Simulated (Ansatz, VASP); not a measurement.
**TaVN2: VASP beside Ansatz**

```
Ta V N
1.0
     3.04987    0.00000    0.00000
     0.00000    3.04987    0.00000
     0.00000    0.00000    4.29606
Ta V N
1 1 2
Direct
  0.00000 0.00000 0.00000
  0.50000 0.50000 0.50000
  0.50000 0.50000 0.00000
  0.00000 0.00000 0.50000
```

Alike in both runs: task relaxation of cell and atoms; functional revPBE; k mesh 9 × 9 × 6; occupations fermi-dirac, width 0.05 eV; collinear spin.

|  | VASP | Ansatz |
| --- | --- | --- |
| version | VASP 6.6.1 | Ansatz 0.2.0 |
| potentials or method | VASP PAW PBE potentials, release 64 (Ta_pv, V_sv, N) | Ansatz PAW |
| plane-wave cutoff (eV) | 600 | 420 |
| valence electrons in the cell | 34 | 36 |

VASP gave:

- gap on the k mesh at the Fermi level, each at its own relaxed structure (eV): none
- net moment per atom (μB): 0.32
- size of the moment on the site where the two differ most (μB): 1.23
- relaxed volume (Å³/atom): 10.13
- relaxed length of the cell vector where the two differ most in proportion (Å): 4.316

Task: Estimate Ansatz's values.

Result: gap on the k mesh at the Fermi level, each at its own relaxed structure (eV): none; net moment per atom (μB): 0.32; size of the moment on the site where the two differ most (μB): 1.05; relaxed volume (Å³/atom): 10.10; relaxed length of the cell vector where the two differ most in proportion (Å): 4.312.

VASP's potentials were made for PBE, not for revPBE. Site moments also hang on the region over which each program counts them. A gap of «none» marks a metal or a gap that the smearing closes. VASP's potentials hold 34 valence electrons a cell and Ansatz's 36, so a difference there can come from the potentials and not from the codes.

Spin-orbit coupling is off throughout. Noted on Ansatz's run: the plane-wave basis is chosen anew once the cell has moved, so the energies of steps on either side of that aren't comparable.
